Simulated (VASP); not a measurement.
**CO2: single point with LDA**

CO2:

```xyz
6
Lattice="-1.9343 1.9343 2.9473 1.9343 -1.9343 2.9473 1.9343 1.9343 -2.9473" Properties=species:S:1:pos:R:3 pbc="T T T"
C     0.0000    0.0000    0.0000
C     0.0000    1.9343    1.4736
O     0.6541    0.9671    0.7368
O     0.9671    2.5883    2.2105
O    -0.9671    1.2802    2.2105
O    -0.6541    2.9014    0.7368
```

```json
{
  "Program": "VASP 6.6.1",
  "Task": "single point",
  "Functional": "LDA",
  "Potentials or basis": "VASP PAW LDA potentials, release 64 (C_h, O_h)",
  "Cutoff": "910 eV",
  "k mesh": "8 × 8 × 8",
  "Occupations": "gaussian, width 0.02 eV",
  "Spin": "no spin polarisation"
}
```

- Pressure: 0.5 GPa
- Largest force: 0.086 eV/Å
- Band gap on the k mesh: 7.57 eV (least direct gap 8.04 eV)

Forces on the atoms (eV/Å):
```
C    0.000  0.000  0.000
C    0.000  0.000  0.000
O    0.086  0.000  0.000
O    0.000  0.086  0.000
O    0.000 -0.086  0.000
O   -0.086  0.000  0.000
```

Stress tensor (GPa, compression positive):
```
0.64 0.00 0.00
0.00 0.64 0.00
0.00 0.00 0.31
```

Levels at points of the mesh, in eV from the valence-band top:
```csv
k point,band 13,band 14,band 15,band 16,band 17,band 18,band 19,band 20
"(0.00, 0.00, 0.00)",-1.38,-0.92,-0.92,-0.46,7.57,9.64,9.64,9.98
"(0.50, 0.00, 0.00)",-1.84,-1.54,-0.47,0.00,8.51,9.80,10.31,10.58
"(0.50, 0.50, 0.00)",-0.70,-0.70,-0.56,-0.56,9.36,9.36,10.23,10.23
"(0.50, 0.50, 0.50)",-2.97,-2.97,-0.06,-0.06,9.01,9.01,11.13,11.13
```

Wall time 100 s on 1 thread of Intel(R) Xeon(R) Platinum 8259CL CPU @ 2.50GHz (Skylake/Cascade Lake) (shared host), peak memory 0.27 GiB.

A k mesh can miss the band edges.
